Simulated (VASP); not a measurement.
Set up this calculation in VASP 6.6.1, as the native input.

| Property | Result |
| --- | --- |
| Task | single point |
| Functional | PBE |
| Potentials or basis | VASP PAW PBE potentials, release 64 (Al, In_d, As) |
| Cutoff | 520 eV |
| k mesh | 10 × 10 × 10 |
| Occupations | gaussian, width 0.02 eV |
| Spin | no spin polarisation |
| Dipole correction | no |
| Further INCAR settings | ALGO = Normal; EDIFF = 1e-06; NBANDS = 26 |

The structure of Al2InAs3 lies in POSCAR:

```
Al2InAs3
1.0
   -2.0750725398      2.0750725398      8.8307481048
    2.0750725398     -2.0750725398      8.8307481048
    2.0750725398      2.0750725398     -8.8307481048
Al In As
2 1 3
Direct
    0.6706647132      0.6706647132      0.0000000000
    0.3293352868      0.3293352868      0.0000000000
    0.0000000000      0.0000000000      0.0000000000
    0.9073036385      0.4073036385      0.5000000000
    0.2500000000      0.7500000000      0.5000000000
    0.5926963615      0.0926963615      0.5000000000
```

These files were run (other wordings do the same):

INCAR

```
SYSTEM = Al2InAs3
PREC = Accurate ; ENCUT = 520
EDIFF = 1E-6 ; ISMEAR = 0
SIGMA = 0.02 ; LREAL = .False.
LASPH = .True. ; NELM = 80
ALGO = Normal ; ISIF = 2
LWAVE = .False. ; LCHARG = .False.
GGA = PE ; NBANDS = 26
```

KPOINTS

```
Automatic mesh
0
Gamma
  10 10 10
  0 0 0
```

Potentials or basis: VASP PAW PBE potentials, release 64 (Al, In_d, As).

The run is started by

```console
$ cat potpaw_PBE.64/Al/POTCAR potpaw_PBE.64/In_d/POTCAR potpaw_PBE.64/As/POTCAR > POTCAR
$ mpirun -np 1 vasp_std > vasp.out
```

Results of the run:

The pressure is 0.1 GPa. The band gap on the k mesh is 0.84 eV, direct.

Caveat: spin-orbit coupling is left out, which moves the levels of the heavy elements.

Wall time 39 min on 1 thread of Intel(R) Xeon(R) Platinum 8375C CPU @ 2.90GHz (Ice Lake), on a shared host, peak memory 0.95 GiB.
